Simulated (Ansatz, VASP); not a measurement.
# One calculation of Ru, two programs

```xyz
2
Lattice="2.7198 0.0000 0.0000 -1.3599 2.3554 0.0000 0.0000 0.0000 4.2967" Properties=species:S:1:pos:R:3 pbc="T T T"
Ru    0.0000    1.5703    1.0742
Ru    1.3599    0.7851    3.2225
```

Alike in both runs: task single point; functional PBE; k mesh 21 × 21 × 12; occupations gaussian, width 0.15 eV; no spin polarisation.

|  | VASP | Ansatz |
| --- | --- | --- |
| version | VASP 6.6.1 | Ansatz 0.2.0 |
| potentials or method | VASP PAW PBE potentials, release 64 (Ru_pv), cutoff 520 eV | scalar-relativistic, plane waves, PAW |
| valence electrons in the cell | 28 | 32 |

```tsv
	VASP	Ansatz	Ansatz less VASP
gap on the k mesh at the Fermi level (eV)	none	none	-
pressure (GPa)	0.0	0.1	+0.07
traceless stress, the component that is largest in VASP (GPa)	-0.41	-0.42	-0.011
```

A gap of «none» marks a metal or a gap that the smearing closes. VASP's potentials hold 28 valence electrons a cell and Ansatz's 32, so a difference there can come from the potentials and not from the codes.
